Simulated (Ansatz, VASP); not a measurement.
**One calculation of Be2C, two programs**

```xyz
3
Lattice="0.0000 2.1650 2.1650 2.1650 0.0000 2.1650 2.1650 2.1650 0.0000" Properties=species:S:1:pos:R:3 pbc="T T T"
Be    1.0825    1.0825    1.0825
Be    3.2475    3.2475    3.2475
C     0.0000    0.0000    0.0000
```

Alike in both runs: task single point; functional PBE-based screened hybrid with a share of 0.2 of exact exchange and HFSCREEN = 0.20787; k mesh 6 × 6 × 6; occupations gaussian, width 0.05 eV; no spin polarisation.

|  | VASP | Ansatz |
| --- | --- | --- |
| version | VASP 6.6.1 | Ansatz 0.2.0 |
| potentials or method | VASP PAW PBE potentials, release 64 (Be, C), cutoff 520 eV | scalar-relativistic, plane waves, PAW |
| valence electrons in the cell | 8 | 8 |

```csv
,VASP,Ansatz,Ansatz less VASP
gap on the k mesh at the Fermi level (eV),1.74,1.76,+0.013
least direct gap on the mesh (eV),4.91,4.93,+0.015
pressure (GPa),-2.5,-2.8,-0.31
```

VASP's potentials were made for PBE, not for PBE-based screened hybrid. Ansatz's warnings: stress exchange threshold loose, stress scf threshold loose.
